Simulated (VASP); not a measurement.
Here is a VASP 6.6.1 calculation.

The input INCAR:

```
SYSTEM = KF
ALGO     = Normal         ! electronic algorithm
EDIFF    = 1E-7           ! SCF threshold, eV
ENCUT    = 520            ! plane-wave cutoff, eV
ISIF     = 2              ! what is computed and relaxed
ISMEAR   = 0              ! smearing method
LASPH    = .True.         ! aspherical terms in the spheres
LCHARG   = .True.         ! write CHGCAR
LELF     = .True.         ! ELF
LREAL    = .False.        ! projectors in reciprocal space
LVHAR    = .True.       
LWAVE    = .False.        ! write WAVECAR
NBANDS   = 15             ! bands
NELM     = 100            ! most SCF steps
PREC     = Accurate       ! precision mode
SIGMA    = 0.05           ! smearing width, eV
```

File KPOINTS:

```
k-points
0
Gamma
  8 8 8
  0 0 0
```

Contents of POSCAR:

```
KF
1.0
    0.0000000000      2.5817196783      2.8721631421
    2.6268997727      0.0000000000      2.8721631421
    2.6268997727      2.5817196783      0.0000000000
K F
1 1
Direct
    0.0000000000      0.0000000000      0.0000000000
    0.5000000000      0.5000000000      0.5000000000
```

Potentials or basis: VASP PAW LDA potentials, release 64 (K_sv, F).

Launch:

```console
$ cat potpaw_LDA.64/K_sv/POTCAR potpaw_LDA.64/F/POTCAR > POTCAR
$ mpirun -np 1 vasp_std > vasp.out
```

**Question.** What does it give for the pressure?

**Answer.** -3.2 GPa.

**Question.** Estimate the band gap on the k mesh.

**Answer.** 5.58 eV, direct.

Stress tensor (GPa, compression positive):
```
-2.66  0.00  0.00
 0.00 -1.61  0.00
 0.00  0.00 -5.21
```

Caveat: the cell differs from its parent crystal (normal strain along x +0.0175, normal strain along z +0.1125). A k mesh can miss the band edges.
